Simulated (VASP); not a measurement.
# Mg (P6_3/mmc) in VASP: notebook

Mg is run at these levels: PBE+D3(BJ), PBE, LDA; tasks: relaxation of cell and atoms, single point.

Everything below comes from runs of VASP 6.6.1. Logs are shortened: lines on timing, memory, paths and dates and some standing lists are left out, and cuts for length are marked.

### 1 The cell of the first run

It takes space group P6_3/mmc (No. 194, hexagonal). Conventional cell: a = 3.209 Å, b = 3.209 Å, c = 5.210 Å, α = 90.00°, β = 90.00°, γ = 120.00°. Mg (site symmetry -6m2) has 12 Mg at 3.20 to 3.21 Å within 4.2 Å.

### 2 Relaxation of cell and atoms, PBE+D3(BJ)

The input, INCAR:

```
PREC     = Accurate       # precision mode
ENCUT    = 600            # plane-wave cutoff, eV
EDIFF    = 1E-7           # SCF threshold, eV
ISMEAR   = -1             # smearing method
SIGMA    = 0.05           # smearing width, eV
LREAL    = False          # projectors in reciprocal space
LASPH    = True           # aspherical terms in the spheres
NELM     = 100            # most SCF steps
ALGO     = Normal         # electronic algorithm
ISIF     = 3              # what is computed and relaxed
LWAVE    = False          # write WAVECAR
LCHARG   = False          # write CHGCAR
GGA      = PE             # functional
IVDW     = 12             # dispersion correction
IBRION   = 2              # ionic algorithm
NSW      = 80             # ionic steps
EDIFFG   = -0.005         # ionic threshold
```

The input, KPOINTS:

```
regular mesh
0
Gamma
  10 10 5
```

The input, POSCAR:

```
Mg
1.0
    3.2093000000      0.0000000000      0.0000000000
   -1.6046500000      2.7793353284      0.0000000000
    0.0000000000      0.0000000000      5.2103000000
Mg
2
Direct
    0.6666666667      0.3333333333      0.7500000000
    0.3333333333      0.6666666667      0.2500000000
```

Potentials or basis: VASP PAW PBE potentials, release 64 (Mg).

Run with:

```bash
$ cat potpaw_PBE.64/Mg/POTCAR > POTCAR
$ mpirun -np 1 vasp_std > vasp.out
```

OUTCAR:

```text
PREC = Accurate
   ENCUT = 600
   EDIFF = 1E-7
   ISMEAR = -1
   LREAL = False
   LASPH = True
   NELM = 100
   ISIF = 3
   GGA = PE
   IVDW = 12
   IBRION = 2
   NSW = 80
   EDIFFG = -0.005
 IVDW          = 12

 ion  position               nearest neighbor table
   1  0.667  0.333  0.750-   2 3.20   2 3.20   2 3.20   2 3.20   2 3.20   2 3.20
   2  0.333  0.667  0.250-   1 3.20   1 3.20   1 3.20   1 3.20   1 3.20   1 3.20

  LATTYP: Found a hexagonal cell.
 ALAT       =     3.2093000000
 C/A-ratio  =     1.6235004518

  Lattice vectors:

 A1 = (   3.2093000000,   0.0000000000,   0.0000000000)
 A2 = (  -1.6046500000,   2.7793353284,   0.0000000000)
 A3 = (   0.0000000000,   0.0000000000,   5.2103000000)

Analysis of symmetry for initial positions (statically):
=====================================================================
 Subroutine PRICEL returns:
 Original cell was already a primitive cell.

 Routine SETGRP: Setting up the symmetry group for a
 hexagonal supercell.

 Subroutine GETGRP returns: Found 24 space group operations
 (whereof 12 operations were pure point group operations)
 out of a pool of 24 trial point group operations.

The static configuration has the point symmetry D_3d.
 The point group associated with its full space group is D_6h.

Analysis of symmetry for dynamics (positions and initial velocities):
=====================================================================
 Subroutine PRICEL returns:
 Original cell was already a primitive cell.

 Routine SETGRP: Setting up the symmetry group for a
 hexagonal supercell.

 Subroutine GETGRP returns: Found 24 space group operations
 (whereof 12 operations were pure point group operations)
 out of a pool of 24 trial point group operations.

The dynamic configuration has the point symmetry D_3d.
 The point group associated with its full space group is D_6h.

 Subroutine INISYM returns: Found 24 space group operations
 (whereof 12 operations are pure point group operations),
 and found     1 'primitive' translations

----------------------------------------------------------------------------------------

                                     Primitive cell

  volume of cell :      46.4744

  direct lattice vectors                    reciprocal lattice vectors
     3.209300000  0.000000000  0.000000000     0.311594429  0.179899127  0.000000000
    -1.604650000  2.779335328  0.000000000     0.000000000  0.359798255  0.000000000
     0.000000000  0.000000000  5.210300000     0.000000000  0.000000000  0.191927528

  length of vectors
     3.209300000  3.209300000  5.210300000     0.359798255  0.359798255  0.191927528

  position of ions in fractional coordinates (direct lattice)
     0.666666667  0.333333333  0.750000000
     0.333333333  0.666666667  0.250000000

[... 66 lines left out ...]
 SYSTEM =  unknown system
   PREC   = accura    normal or accurate (medium, high low for compatibility)
   ISTART =      0    job   : 0-new  1-cont  2-samecut
   ICHARG =      2    charge: 1-file 2-atom 10-const
   ISPIN  =      1    spin polarized calculation?
   LNONCOLLINEAR =      F non collinear calculations
   LSORBIT =      F    spin-orbit coupling
   LASPH  =      T    aspherical Exc in radial PAW
   ENCUT  =  600.0 eV  44.10 Ry    6.64 a.u.   6.41  6.41 10.41*2*pi/ulx,y,z
   NELM   =    100;   NELMIN=  2; NELMDL= -5     # of ELM steps
   EDIFF  = 0.1E-06   stopping-criterion for ELM
   LREAL  =      F    real-space projection
   EDIFFG = -.5E-02   stopping-criterion for IOM
   NSW    =     80    number of steps for IOM
   IBRION =      2    ionic relax: 0-MD 1-quasi-New 2-CG
   NFREE  =      1    steps in history (QN), initial steepest desc. (CG)
   ISIF   =      3    stress and relaxation
   ISYM   =      2    0-nonsym 1-usesym 2-fastsym
   POTIM  = 0.5000    time-step for ionic-motion
   TEBEG  =    0.0;   TEEND  =   0.0 temperature during run
   PSTRESS=    0.0 pullay stress
   NELECT =       4.0000    total number of electrons
   NUPDOWN=      -1.0000    fix difference up-down
   EMIN   =  10.00;   EMAX   =-10.00  energy-range for DOS
   EFERMI =   0.00;   METHOD = LEGACY
   ISMEAR =    -1;   SIGMA  =   0.05  broadening in eV -4-tet -1-fermi 0-gaus
   EFERMI_NEDOS =   21; number of points for ismear=-14 and -15
   IALGO  =     38    algorithm
   IMIX   =      4    mixing-type and parameters
     AMIX     =   0.40;   BMIX     =  1.00
     AMIX_MAG =   1.60;   BMIX_MAG =  1.00
  volume/ion in A,a.u.               =      23.24       156.81
  Fermi-wavevector in a.u.,A,eV,Ry     =   0.722809  1.365911  7.108401  0.522453
  Thomas-Fermi vector in A             =   1.812866
   LORBIT       =      0    0 simple, 1 ext, 2 COOP (PROOUT), +10 PAW based schemes
   GGA     = PE    functional components
   LHFCALC =     F    Hartree Fock is set to
   AEXX    =    0.0000 exact exchange contribution
   IVDW    =    12    specifies the selected vdW correction
   LEPSILON=     F    determine dielectric tensor
   LRPA    =     F    only Hartree local field effects (RPA)
 conjugate gradient relaxation of ions
 non-spin polarized calculation
  energy-cutoff  :      600.00
  volume of cell :       46.47
 maximum number of plane-waves:      1578
 NGX is ok and might be reduce to    28
   NGX = 13   NGY = 13   NGZ = 21

--------------------------------------- Ionic step        1  -------------------------------------------

 number of electron       4.0000000 magnetization

 Free energy of the ion-electron system (eV)
  ---------------------------------------------------
  ext. energy  EPLUGINS =         0.00000000
  ---------------------------------------------------
  free energy    TOTEN  =        -3.00654695 eV

  energy without entropy =       -2.99463730  energy(sigma->0) =       -3.00059212

------------------------ aborting loop because EDIFF is reached ----------------------------------------

 Edisp (eV)   -0.56015

 E8    (eV) :    -0.2457
[... 271 lines left out ...]
--------------------------------------- Ionic step        8  -------------------------------------------

 number of electron       4.0000000 magnetization

 Free energy of the ion-electron system (eV)
  ---------------------------------------------------
  ext. energy  EPLUGINS =         0.00000000
  ---------------------------------------------------
  free energy    TOTEN  =        -2.99635722 eV

  energy without entropy =       -2.98845286  energy(sigma->0) =       -2.99240504

 E-fermi :   2.9804     XC(G=0):  -8.6638

 val. band max:        2.9250076524   @ k =   0.5000   0.0000   0.4000
 cond. band min:       3.0056372352   @ k =   0.4000   0.1000   0.4000
 fundamental gap:      0.0806295828
 Fermi energy:         2.9803623495

 k-point     1 :       0.0000    0.0000    0.0000
  band No.  band energies     occupation
      1      -4.2446      2.00000
      2       1.0066      2.00000
      3       1.4300      2.00000
      4      14.4981      0.00000
      5      14.4981      0.00000
      6      14.7942      0.00000
[... 199 lines left out ...]
 k-point    24 :       0.4000    0.1000    0.2000
  band No.  band energies     occupation
      1       0.2333      2.00000
      2       2.1194      2.00000
      3       3.5301      0.00003
      4       5.3425      0.00000
      5       7.2966      0.00000
      6       8.4160      0.00000

 [... further k-points ...]

------------------------ aborting loop because EDIFF is reached ----------------------------------------

 Edisp (eV)   -0.59930

 E8    (eV) :    -0.2625
[... 25 lines left out ...]
  FREE ENERGIE OF THE ION-ELECTRON SYSTEM (eV)
  ---------------------------------------------------
  free  energy   TOTEN  =        -3.5956563958 eV

  energy  without entropy=       -3.5877520399  energy(sigma->0) =       -3.59170422

 reached required accuracy - stopping structural energy minimisation
```

OSZICAR:

```text
N       E                     dE             d eps       ncg     rms          rms(c)
DAV:   1     0.511409032049E+00    0.51141E+00   -0.14386E+03   504   0.538E+02
DAV:   2    -0.299493264401E+01   -0.35063E+01   -0.32937E+01   720   0.313E+01
DAV:   3    -0.302002543508E+01   -0.25093E-01   -0.23746E-01   708   0.343E+00
DAV:   4    -0.302009611249E+01   -0.70677E-04   -0.70676E-04   726   0.175E-01
[... 44 lines left out ...]
       N       E                     dE             d eps       ncg     rms          rms(c)
DAV:   1    -0.299635978474E+01   -0.20050E-02   -0.36620E-04   630   0.126E-01    0.605E-03
DAV:   2    -0.299635860722E+01    0.11775E-05   -0.11825E-06   576   0.921E-03    0.388E-03
DAV:   3    -0.299635717833E+01    0.14289E-05   -0.10126E-07   468   0.284E-03    0.182E-04
DAV:   4    -0.299635721832E+01   -0.39992E-07   -0.17965E-09   282   0.389E-04
   8 F= -.35956564E+01 E0= -.35917042E+01  d E =-.492149E-04
```

Run time: 48 s. Hardware: 1 thread of Intel Xeon 6975P-C, shared host; peak memory 0.2 GiB.

What came out:

```
Free energy                            : -3.5957 eV
Relaxed volume                         : 21.72 Å³/atom
Relaxed cell                           : a = 3.109 Å, b = 3.109 Å, c = 5.190 Å, α = 90.00°, β = 90.00°, γ = 120.00°
Space group after relaxing (to 0.05 Å) : P6_3/mmc (No. 194)
Energy gained by relaxing              : 14.5 meV/atom
Ionic steps                            : 8
Pressure after relaxing                : 0.0 GPa
Band gap on the k mesh                 : zero (band 2 reaches 3.48 eV, above the bottom of band 3 at 1.43 eV)
Dispersion energy per atom             : -0.300 eV
```

Step by step:
```csv
step,energy change (eV),largest force (eV/Å),pressure (GPa),volume (Å³)
1,0.0000,0.0000,-2.41,46.47
2,-0.0248,0.0000,-0.68,44.16
3,-0.0271,0.0000,0.06,43.32
4,-0.0271,0.0000,0.12,43.26
5,-0.0283,0.0000,0.13,43.28
6,-0.0289,0.0000,0.12,43.30
7,-0.0289,0.0000,0.12,43.30
8,-0.0290,0.0000,-0.01,43.44
```

Final structure:
```
Mg
1.0
     3.10879    0.00000    0.00000
    -1.55439    2.69229    0.00000
     0.00000    0.00000    5.18992
Mg
2
Direct
  0.66667 0.33333 0.75000
  0.33333 0.66667 0.25000
```

Caveat: pairwise dispersion overbinds metals, which lowers pressure and volume.

### 3 Single point, PBE

The input, INCAR:

```
  ALGO = Normal
  EDIFF = 1E-6
  ENCUT = 520
  GGA = PE
  ISIF = 2
  ISMEAR = -1
  LASPH = True
  LCHARG = False
  LREAL = False
  LWAVE = False
  NBANDS = 9
  NELM = 100
  PREC = Accurate
  SIGMA = 0.02
```

The input, KPOINTS:

```
k-points
0
Gamma
  5 5 2
```

POSCAR is that of step 2.

Potentials or basis: VASP PAW PBE potentials, release 64 (Mg).

Run with:

```bash
$ cat potpaw_PBE.64/Mg/POTCAR > POTCAR
$ mpirun -np 1 vasp_std > vasp.out
```

Wall time 3.1 s (1 thread of Intel Xeon 6975P-C, shared host); peak memory 0.15 GiB.

The run converged. Its results:

```
Free energy            : -2.8357 eV
Pressure               : -0.4 GPa
Band gap on the k mesh : zero (band 2 reaches 3.05 eV, above the bottom of band 3 at 1.34 eV)
```

Stress tensor (GPa, compression positive):
```
-1.35  0.00  0.00
 0.00 -1.35  0.00
 0.00  0.00  1.52
```

Levels at points of the mesh, in eV from the Fermi level:
```tsv
k point	band 1	band 2	band 3	band 4	band 5	band 6	band 7
(0.00, 0.00, 0.00)	-6.74	-1.53	-1.10	11.01	11.01	11.10	11.10
(0.00, 0.00, 0.50)	-5.36	-5.36	5.14	5.14	11.75	11.75	11.75
```

Caveat: the k points lie up to 0.60 Å⁻¹ apart.

### 4 Single point, LDA

This run uses another cell than the first one, of 21.84 Å³/atom, 0.940 times its volume.

The input, INCAR:

```
SYSTEM = Mg
PREC = Accurate
ENCUT = 520
EDIFF = 1E-6
ISMEAR = -1
SIGMA = 0.05
LREAL = .FALSE.
LASPH = .TRUE.
NELM = 60
ALGO = Normal
ISIF = 2
LWAVE = .FALSE.
LCHARG = .FALSE.
NBANDS = 9
```

The input, KPOINTS:

```
Automatic mesh
0
G
  10 10 5
  0 0 0
```

The input, POSCAR:

```
Mg
1.0
    3.1437856987      0.0000000000      0.0000000000
   -1.5718928494      2.7225982792      0.0000000000
    0.0000000000      0.0000000000      5.1039375022
Mg
2
Direct
    0.6666666667      0.3333333333      0.7500000000
    0.3333333333      0.6666666667      0.2500000000
```

Potentials or basis: VASP PAW LDA potentials, release 64 (Mg).

Run with:

```bash
$ cat potpaw_LDA.64/Mg/POTCAR > POTCAR
$ mpirun -np 1 vasp_std > vasp.out
```

Run time: 4.3 s. Hardware: 1 thread of Intel Xeon 6975P-C, shared host; peak memory 0.14 GiB.

The run converged. Its results:

```
Free energy            : -3.6133 eV
Pressure               : -0.7 GPa
Band gap on the k mesh : zero (band 2 reaches 3.40 eV, above the bottom of band 3 at 1.46 eV)
```

Stress tensor (GPa, compression positive):
```
-1.07  0.00  0.00
 0.00 -1.07  0.00
 0.00  0.00  0.12
```

Levels at points of the mesh, in eV from the Fermi level:
```
           k point  band 1  band 2  band 3  band 4  band 5  band 6
(0.00, 0.00, 0.00)   -7.16   -1.76   -1.30   11.16   11.16   11.30
(0.50, 0.00, 0.00)   -2.23   -2.21    2.70    3.06    3.35    3.77
```

### 5 Overview

```csv
task,level,potentials or basis,cell,k mesh,cutoff (eV),smearing,gap on the mesh (eV),pressure (GPa)
relaxation of cell and atoms,PBE+D3(BJ),"VASP PAW PBE potentials, release 64 (Mg)","relaxed from a = 3.209, b = 3.209, c = 5.210 Å, angles 90.0, 90.0, 120.0°, 2 atoms",10 × 10 × 5,600,fermi-dirac 0.05 eV,none,0.0
single point,PBE,"VASP PAW PBE potentials, release 64 (Mg)","a = 3.209, b = 3.209, c = 5.210 Å, angles 90.0, 90.0, 120.0°, 2 atoms",5 × 5 × 2,520,fermi-dirac 0.02 eV,none,-0.4
single point,LDA,"VASP PAW LDA potentials, release 64 (Mg)","a = 3.144, b = 3.144, c = 5.104 Å, angles 90.0, 90.0, 120.0°, 2 atoms",10 × 10 × 5,520,fermi-dirac 0.05 eV,none,-0.7
```

Alike in all rows: no spin polarisation.

Caveats: some runs use coarse meshes; pairwise dispersion overbinds metals, which lowers pressure and volume (some runs).

Absolute energies hang on the potentials; compare differences alone.
